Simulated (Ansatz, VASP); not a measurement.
## As: VASP beside Ansatz

```
As
1.0
     2.72159    0.00000    0.00000
     0.00000    2.72159    0.00000
     0.00000    0.00000    2.72159
As
1
Direct
  0.50000 0.50000 0.50000
```

Change from the starting cell: volume scaled by 1.02.

Alike in both runs: task single point; functional LDA; k mesh 10 × 10 × 10; occupations fermi-dirac, width 0.05 eV; no spin polarisation.

```csv
,VASP,Ansatz
version,VASP 6.6.1,Ansatz 0.2.0
potentials or method,"VASP PAW LDA potentials, release 64 (As), cutoff 520 eV","all-electron LAPW, scalar-relativistic"
```

VASP gave:

- gap on the k mesh at the Fermi level (eV): none
- pressure (GPa): -4.5

Q: What did Ansatz give for the same quantities?

A: gap on the k mesh at the Fermi level (eV): none; pressure (GPa): -4.7.

LDA's correlation is that of Perdew and Zunger in VASP and of Perdew and Wang (1992) in Ansatz. A gap of «none» marks a metal or a gap that the smearing closes. Ansatz ran all-electron here, and VASP with PAW potentials.
